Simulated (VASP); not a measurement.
The system is Ge.

```
Ge
1.0
    -2.57449    2.57449    1.39741
     2.57449   -2.57449    1.39741
     2.57449    2.57449   -1.39741
Ge
2
Cartesian
  2.5745 0.0000 0.6987
  0.0000 0.0000 1.3974
```

```yaml
Program: VASP 6.6.1
Task: relaxation of cell and atoms
Functional: BLYP
Dispersion: D3(BJ)
Potentials_or_basis: VASP PAW PBE potentials, release 64 (Ge_d)
Cutoff: 600 eV
k_mesh: 12 × 12 × 12
Occupations: methfessel-paxton, width 0.1 eV
Spin: no spin polarisation
```

At the start: pressure 2.5 GPa; volume 18.52 Å³/atom.

**Question.** Where does the relaxation end?

**Answer.** Over 6 steps the energy falls by 6.0 meV/atom and the volume is 19.21 Å³/atom (+3.7 %); space group I4_1/amd (No. 141, to 0.1 Å) before and after.

Step by step:
```
step  energy change (eV)  largest force (eV/Å)  pressure (GPa)  volume (Å³)
   1              0.0000                0.0000            2.48        37.05
   2             -0.0109                0.0000           -0.31        38.61
   3             -0.0110                0.0000           -0.18        38.47
   4             -0.0110                0.0000           -0.01        38.43
   5             -0.0117                0.0000           -0.06        38.42
   6             -0.0120                0.0000           -0.02        38.41
```

Final structure:
```
CELL_PARAMETERS angstrom
-2.59213 2.59213 1.42926
2.59213 -2.59213 1.42926
2.59213 2.59213 -1.42926
ATOMIC_POSITIONS crystal
Ge 0.25000 0.75000 0.50000
Ge 0.50000 0.50000 0.00000
```

Caveat: the PAW data sets were made with another functional, which shifts forces and pressure a little.
